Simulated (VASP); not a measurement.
Set up this calculation in VASP 6.6.1, as the native input.

```yaml
Task: single point
Functional: PBEsol
Potentials_or_basis: VASP PAW PBE potentials, release 64 (B, P)
Cutoff: 520 eV
k_mesh: 6 × 6 × 6
Occupations: gaussian, width 0.01 eV
Spin: no spin polarisation
Dipole_correction: no
Further_INCAR_settings: ALGO = Normal; EDIFF = 1e-06; NBANDS = 11
```

The structure of BP lies in POSCAR:

```
BP
1.0
    0.0000000000      2.2840269280      2.2840269280
    2.2840269280      0.0000000000      2.2840269280
    2.2840269280      2.2840269280      0.0000000000
B P
1 1
Direct
    0.0000000000      0.0000000000      0.0000000000
    0.2500000000      0.2500000000      0.2500000000
```

The input as run:

INCAR

```
PREC = Accurate ; ENCUT = 520
EDIFF = 1E-6 ; ISMEAR = 0
SIGMA = 0.01 ; LREAL = False
LASPH = True ; NELM = 80
ALGO = Normal ; ISIF = 2
LWAVE = False ; LCHARG = False
GGA = PS ; NBANDS = 11
```

KPOINTS

```
Automatic mesh
0
Gamma
  6 6 6
```

Potentials or basis: VASP PAW PBE potentials, release 64 (B, P).

The run is started by

```console
$ cat potpaw_PBE.64/B/POTCAR potpaw_PBE.64/P/POTCAR > POTCAR
$ mpirun -np 1 vasp_std > vasp.out
```

Results of the run:

```
Pressure               : -4.8 GPa
Band gap on the k mesh : 1.26 eV, indirect (least direct gap 3.33 eV)
```

Caveat: the PAW data sets were made with another functional, which shifts forces and pressure a little.

It took 8.7 s on 1 thread of Intel Xeon 6975P-C (shared host), peak memory 0.1 GiB.
